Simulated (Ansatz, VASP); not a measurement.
# Two plane-wave programs on Sb

```
Sb
1.0
     2.15420    1.24373    3.75800
    -2.15420    1.24373    3.75800
     0.00000   -2.48746    3.75800
Sb
2
Direct
  0.76651 0.76651 0.76651
  0.23349 0.23349 0.23349
```

Alike in both runs: functional LDA; k mesh 6 × 6 × 6; occupations fermi-dirac, width 0.05 eV; non-collinear spin, spin-orbit coupling.

|  | VASP | Ansatz |
| --- | --- | --- |
| version | VASP 6.6.1 | Ansatz 0.2.0 |
| potentials or method | VASP PAW LDA potentials, release 64 (Sb) | Ansatz PAW |
| plane-wave cutoff (eV) | 520 | 420 |
| valence electrons in the cell | 10 | 30 |
| task | single point | band structure |

|  | VASP | Ansatz | Ansatz less VASP |
| --- | --- | --- | --- |
| pressure (GPa) | -0.8 | -1.1 | -0.30 |
| traceless stress, the component that is largest in VASP (GPa) | -0.23 | -0.16 | +0.064 |
| rms of the force components (eV/Å) | 0.003 | 0.043 | +0.0402 |
| net moment per atom (μB) | 0.00 | 0.00 | 0.000 |

LDA's correlation is that of Perdew and Zunger in VASP and of Perdew and Wang (1992) in Ansatz. Atom by atom the forces differ by 0.040 eV/Å (rms over components). VASP's potentials hold 10 valence electrons a cell and Ansatz's 30, so a difference there can come from the potentials and not from the codes.
